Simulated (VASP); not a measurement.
# Bi2Se3 in VASP: a series of runs, part 3 of 3

VASP 6.6.1. Earlier steps stand in the parts before.

**5. Electric field gradients, PBE (equal xx and yy strain of -3 %)**

INCAR

```
PREC     = Accurate       # precision mode
ENCUT    = 520            # plane-wave cutoff, eV
EDIFF    = 1E-8           # SCF threshold, eV
ISMEAR   = -1             # smearing method
SIGMA    = 0.03           # smearing width, eV
LREAL    = F              # projectors in reciprocal space
LASPH    = T              # aspherical terms in the spheres
NELM     = 80             # most SCF steps
ALGO     = Normal         # electronic algorithm
ISIF     = 2              # what is computed and relaxed
LWAVE    = F              # write WAVECAR
LCHARG   = F              # write CHGCAR
GGA      = PE             # functional
LEFG     = T            
NBANDS   = 32             # bands
```

KPOINTS

```
Automatic mesh
0
Gamma
  6 6 6
```

POSCAR

```
Bi2Se3
1.0
    2.0093543179      1.1601012563      9.5453300000
   -2.0093543179      1.1601012563      9.5453300000
    0.0000000000     -2.3202025127      9.5453300000
Bi Se
2 3
Direct
    0.4008000000      0.4008000000      0.4008000000
    0.5992000000      0.5992000000      0.5992000000
    0.0000000000      0.0000000000      0.0000000000
    0.2117000000      0.2117000000      0.2117000000
    0.7883000000      0.7883000000      0.7883000000
```

Potentials or basis: VASP PAW PBE potentials, release 64 (Bi_d, Se).

On the command line:

```
cat potpaw_PBE.64/Bi_d/POTCAR potpaw_PBE.64/Se/POTCAR > POTCAR
mpirun -np 1 vasp_std > vasp.out
```

OUTCAR:

```text
PREC = Accurate
   ENCUT = 520
   EDIFF = 1E-8
   ISMEAR = -1
   LREAL = F
   LASPH = T
   NELM = 80
   ISIF = 2
   GGA = PE

 ion  position               nearest neighbor table
   1  0.401  0.401  0.401-   5 2.79   5 2.79   5 2.79   3 3.02   3 3.02   3 3.02
   2  0.599  0.599  0.599-   4 2.79   4 2.79   4 2.79   3 3.02   3 3.02   3 3.02
   3  0.000  0.000  0.000-   2 3.02   1 3.02   2 3.02   2 3.02   1 3.02   1 3.02
   4  0.212  0.212  0.212-   2 2.79   2 2.79   2 2.79
   5  0.788  0.788  0.788-   1 2.79   1 2.79   1 2.79

  LATTYP: Found a trigonal (rhomboedric) cell.
 ALAT       =     9.8232715787
 COS(alpha) =     0.9163182521

  Lattice vectors:

 A1 = (   2.0093543179,   1.1601012563,   9.5453300000)
 A2 = (  -2.0093543179,   1.1601012563,   9.5453300000)
 A3 = (   0.0000000000,  -2.3202025127,   9.5453300000)

Analysis of symmetry for initial positions (statically):
=====================================================================
 Subroutine PRICEL returns:
 Original cell was already a primitive cell.

 Routine SETGRP: Setting up the symmetry group for a
[... 1047 lines left out ...]
      0.00000     -0.00000      6.06224         0.000000      0.000000     -0.654282
      0.00000     -0.00000     22.57375         0.000000     -0.000000      0.654282
 -----------------------------------------------------------------------------------
    total drift:                                0.000000      0.000000     -0.000000

  FREE ENERGIE OF THE ION-ELECTRON SYSTEM (eV)
  ---------------------------------------------------
  free  energy   TOTEN  =       -19.8934671348 eV

  energy  without entropy=      -19.8934310482  energy(sigma->0) =      -19.89344909

 Electric field gradients (V/A^2)
---------------------------------------------------------------------
 ion       V_xx      V_yy      V_zz      V_xy      V_xz      V_yz
---------------------------------------------------------------------
   1      -6.566    -6.566    13.132    -0.000    -0.000     0.000
   2      -6.566    -6.566    13.132     0.000     0.000     0.000
   3     -46.693   -46.693    93.387     0.000     0.000     0.000
   4       2.356     2.356    -4.712     0.000    -0.000     0.000
   5       2.356     2.356    -4.712     0.000     0.000     0.000
---------------------------------------------------------------------

 Electric field gradients after diagonalization (V/A^2)
 (convention: |V_zz| > |V_xx| > |V_yy|)
----------------------------------------------------------------------
 ion       V_xx      V_yy      V_zz     asymmetry (V_yy - V_xx)/ V_zz
----------------------------------------------------------------------
   1      -6.566    -6.566    13.132       0.000
   2      -6.566    -6.566    13.132       0.000
   3     -46.693   -46.693    93.387       0.000
   4       2.356     2.356    -4.712       0.000
   5       2.356     2.356    -4.712       0.000
----------------------------------------------------------------------

           NMR quadrupolar parameters

 Cq : quadrupolar parameter    Cq=e*Q*V_zz/h
 eta: asymmetry parameters     (V_yy - V_xx)/ V_zz
 Q  : nuclear electric quadrupole moment in mb (millibarn)
----------------------------------------------------------------------
 ion       Cq(MHz)       eta       Q (mb)
----------------------------------------------------------------------
   1       0.032       0.000       1.000
   2       0.032       0.000       1.000
   3       0.226       0.000       1.000
   4      -0.011       0.000       1.000
   5      -0.011       0.000       1.000
----------------------------------------------------------------------
```

OSZICAR:

```text
N       E                     dE             d eps       ncg     rms          rms(c)
DAV:   1     0.478346056797E+03    0.47835E+03   -0.22999E+04  2048   0.159E+03
DAV:   2     0.359145772515E+02   -0.44243E+03   -0.42385E+03  2088   0.424E+02
DAV:   3    -0.182951785877E+02   -0.54210E+02   -0.51519E+02  2712   0.152E+02
DAV:   4    -0.205261797483E+02   -0.22310E+01   -0.22212E+01  2272   0.321E+01
DAV:   5    -0.206049553135E+02   -0.78776E-01   -0.78767E-01  2992   0.628E+00    0.547E+00
DAV:   6    -0.198877239779E+02    0.71723E+00   -0.94613E-01  2896   0.707E+00    0.349E+00
DAV:   7    -0.198863150495E+02    0.14089E-02   -0.36171E-01  2344   0.251E+00    0.173E+00
DAV:   8    -0.198927310747E+02   -0.64160E-02   -0.43039E-02  2424   0.114E+00    0.582E-01
DAV:   9    -0.198932781290E+02   -0.54705E-03   -0.19074E-03  2632   0.424E-01    0.123E-01
DAV:  10    -0.198934004324E+02   -0.12230E-03   -0.10051E-03  2408   0.163E-01    0.467E-02
DAV:  11    -0.198934454134E+02   -0.44981E-04   -0.10734E-04  2384   0.661E-02    0.263E-02
DAV:  12    -0.198934656868E+02   -0.20273E-04   -0.36982E-05  2280   0.293E-02    0.588E-03
DAV:  13    -0.198934671197E+02   -0.14329E-05   -0.28993E-06  2880   0.147E-02    0.351E-03
DAV:  14    -0.198934671557E+02   -0.35975E-07   -0.61811E-07  2560   0.485E-03    0.948E-04
DAV:  15    -0.198934671232E+02    0.32515E-07   -0.52916E-08  2152   0.128E-03    0.314E-04
DAV:  16    -0.198934671636E+02   -0.40386E-07   -0.10267E-08  1808   0.511E-04    0.278E-04
DAV:  17    -0.198934671275E+02    0.36051E-07   -0.36758E-09  1552   0.397E-04    0.686E-05
DAV:  18    -0.198934671348E+02   -0.73069E-08   -0.53229E-10  1216   0.165E-04
   1 F= -.19893467E+02 E0= -.19893449E+02  d E =-.360866E-04
```

stdout:

```text
POSCAR found type information on POSCAR BiSe
 POSCAR found :  2 types and       5 ions
 scaLAPACK will be used
 LDA part: xc-table for (Slater+PW92), standard interpolation
 POSCAR, INCAR and KPOINTS ok, starting setup
 FFT: planning ... GRIDC
 FFT: planning ... GRID_SOFT
 FFT: planning ... GRID
 WAVECAR not read
 entering main loop
ion   1

ion   2

ion   3

ion   4

ion   5
```

Run time: 10 min. Hardware: 1 thread of Intel Xeon 6975P-C (Granite Rapids), shared host; peak memory 0.91 GiB.

Results:

| Quantity | Value |
| --- | --- |
| Free energy | -19.8935 eV |
| Pressure | 7.3 GPa |
| Largest force | 0.654 eV/Å |
| Band gap on the k mesh | 0.27 eV |
| Largest electric field gradient by atom | Bi +13.1; Se +93.4, -4.7 (each value once) V/Å² |

Forces in eV/Å, atoms in the order of the input:
```
Bi   0.000  0.000 -0.439
Bi   0.000  0.000  0.439
Se   0.000  0.000  0.000
Se   0.000  0.000 -0.654
Se   0.000  0.000  0.654
```

Levels at points of the mesh, in eV from the valence-band top:
| k point | band 21 | band 22 | band 23 | band 24 | band 25 | band 26 | band 27 | band 28 |
| --- | --- | --- | --- | --- | --- | --- | --- | --- |
| (0.00, 0.00, 0.00) | -2.05 | -1.36 | -1.36 | 0.00 | 0.27 | 1.40 | 1.40 | 2.15 |
| (0.50, 0.00, 0.00) | -3.33 | -2.55 | -1.47 | -0.70 | 0.72 | 1.84 | 2.81 | 3.00 |
| (0.50, 0.50, 0.00) | -2.18 | -2.15 | -1.87 | -1.31 | 1.09 | 1.77 | 2.54 | 2.97 |
| (0.50, 0.50, 0.50) | -1.55 | -1.52 | -1.52 | -0.53 | 0.63 | 1.71 | 1.71 | 2.18 |

Electric field gradients, principal values (V/Å²):
| atom | least | middle | greatest (by size) |
| --- | --- | --- | --- |
| 1 Bi | -6.566 | -6.566 | 13.132 |
| 2 Bi | -6.566 | -6.566 | 13.132 |
| 3 Se | -46.693 | -46.693 | 93.387 |
| 4 Se | 2.356 | 2.356 | -4.712 |
| 5 Se | 2.356 | 2.356 | -4.712 |

Caveat: the cell differs from its parent crystal (equal xx and yy strain of -3 %); the cell stands under pressure; without QUAD_EFG the Cq values of the log hold for a quadrupole moment of 1 mb, not for the nuclei; spin-orbit coupling is left out, which moves the levels of the heavy elements.

**6. The runs side by side**

```tsv
cell	gap on the mesh (eV)	pressure (GPa)	largest force (eV/Å)
a = 9.852 Å, angles 24.8°, 5 atoms	0.19	0.1	0.06
a = 9.910, b = 9.819, c = 9.795 Å, angles 24.2, 24.5, 24.2°, 5 atoms	0.21	2.6	0.26
a = 9.823 Å, angles 23.6°, 5 atoms	0.27	7.3	0.65
```

Alike in all rows: task electric field gradients; level PBE; potentials or basis VASP PAW PBE potentials, release 64 (Bi_d, Se); no spin polarisation; k mesh 6 × 6 × 6; cutoff (eV) 520; smearing fermi-dirac 0.03 eV.

Caveats: spin-orbit coupling is left out, which moves the levels of the heavy elements; the cell stands under pressure (at least some runs).

Total energies depend on the potentials used, so only differences within one code and one set of settings carry meaning.
